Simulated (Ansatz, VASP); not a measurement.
**One calculation of AgPt3, two programs**

File INCAR:

```
SYSTEM = AgPt3
  PREC = Accurate
  ENCUT = 520
  EDIFF = 1E-8
  ISMEAR = -1
  SIGMA = 0.08
  LREAL = .False.
  LASPH = .True.
  NELM = 100
  ALGO = Normal
  ISIF = 2
  LWAVE = .False.
  LCHARG = .False.
  GGA = CA
  LEFG = .True.
  NBANDS = 28
```

Contents of KPOINTS:

```
regular mesh
0
Gamma
  9 9 9
  0 0 0
```

Contents of POSCAR:

```
AgPt3
1.0
    3.8738247147      0.0000000000      0.0000000000
    0.0000000000      3.8738247147      0.0000000000
    0.0000000000      0.0000000000      3.8738247147
Ag Pt
1 3
Direct
    0.0000000000      0.0000000000      0.0000000000
    0.0000000000      0.5000000000      0.5000000000
    0.5000000000      0.0000000000      0.5000000000
    0.5000000000      0.5000000000      0.0000000000
```

Input for Ansatz:

```yaml
crystal:
  lattice:
    - [3.8738247147, 0.0, 0.0]
    - [0.0, 3.8738247147, 0.0]
    - [0.0, 0.0, 3.8738247147]
  atoms:
    - { symbol: Ag, position: [0.0, 0.0, 0.0] }
    - { symbol: Pt, position: [0.0, 0.5, 0.5] }
    - { symbol: Pt, position: [0.5, 0.0, 0.5] }
    - { symbol: Pt, position: [0.5, 0.5, 0.0] }
kpoints:
  mp_grid: { grid: [9, 9, 9] }
scf:
  occupations: { method: fermi_dirac, width: 0.08 }
hamiltonian:
  xc: lda
  pseudopotentials: { kind: all_electron, datasets: crystal }
output:
  forces: true
  stress: true
  eigenvalues: true
  efg: { contact_densities: true }
```

Change from the starting cell: volume scaled by 0.98, crystal datasets.

Alike in both runs: task electric field gradients; functional LDA; k mesh 9 × 9 × 9; occupations fermi-dirac, width 0.08 eV; no spin polarisation.

```csv
,VASP,Ansatz
version,VASP 6.6.1,Ansatz 0.2.0
potentials or method,"VASP PAW LDA potentials, release 64 (Ag, Pt), cutoff 520 eV","all-electron PAW with datasets made for the crystal, scalar-relativistic"
```

```tsv
	VASP	Ansatz	Ansatz less VASP
pressure (GPa)	8.8	8.1	-0.64
size of Vzz on the site where it differs most (V/Å²)	17.6	8.2	-9.40
```

LDA's correlation is that of Perdew and Zunger in VASP and of Perdew and Wang (1992) in Ansatz. Ansatz ran all-electron here, and VASP with PAW potentials.

Neither program's run includes spin-orbit coupling.
